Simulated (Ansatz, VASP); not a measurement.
Two plane-wave programs on Pt

File INCAR:

```
  ALGO = Normal
  EDIFF = 1E-6
  ENCUT = 500
  GGA = PE
  GGA_COMPAT = False
  ISIF = 2
  ISMEAR = 0
  LASPH = True
  LCHARG = True
  LELF = True
  LREAL = False
  LVHAR = True
  LWAVE = False
  NBANDS = 17
  NELM = 120
  PREC = Accurate
  SIGMA = 0.1
```

File KPOINTS:

```
k-points
0
Gamma
  6 6 4
```

Contents of POSCAR:

```
Pt
1.0
    2.7606656158      0.0000000000      0.0000000000
   -1.3803328079      2.3908065546      0.0000000000
    0.0000000000      0.0000000000      4.7921340000
Pt
2
Direct
    0.6666666700      0.3333333300      0.7500000000
    0.3333333300      0.6666666700      0.2500000000
```

Input for Ansatz:

```yaml
crystal:
  lattice:
    - [2.7606656158, 0.0, 0.0]
    - [-1.3803328079, 2.3908065546, 0.0]
    - [0.0, 0.0, 4.792134]
  atoms:
    - { symbol: Pt, position: [0.66666667, 0.33333333, 0.75] }
    - { symbol: Pt, position: [0.33333333, 0.66666667, 0.25] }
basis:
  ecutwfc: 420
kpoints:
  mp_grid: { grid: [6, 6, 4] }
hamiltonian:
  xc: pbe
scf:
  occupations: { method: gaussian, width: 0.1 }
output:
  forces: true
  stress: true
  eigenvalues: true
```

Alike in both runs: task single point; functional PBE; k mesh 6 × 6 × 4; occupations gaussian, width 0.1 eV; no spin polarisation.

|  | VASP | Ansatz |
| --- | --- | --- |
| version | VASP 6.6.1 | Ansatz 0.2.0 |
| potentials or method | VASP PAW PBE potentials, release 64 (Pt), cutoff 500 eV | scalar-relativistic, plane waves, PAW |
| valence electrons in the cell | 20 | 36 |

Ansatz gave:

| Property | Result |
| --- | --- |
| gap on the k mesh at the Fermi level (eV) | none |
| pressure (GPa) | -1.5 |
| traceless stress, the component that is largest in VASP (GPa) | -2.28 |

Problem. What did VASP give for the same quantities?

Solution. gap on the k mesh at the Fermi level (eV): none; pressure (GPa): -1.9; traceless stress, the component that is largest in VASP (GPa): -2.25.

A gap of «none» marks a metal or a gap that the smearing closes. VASP's potentials hold 20 valence electrons a cell and Ansatz's 36, so a difference there can come from the potentials and not from the codes.

The k mesh is coarse, so the values compare programs but aren't converged. Neither program's run includes spin-orbit coupling.
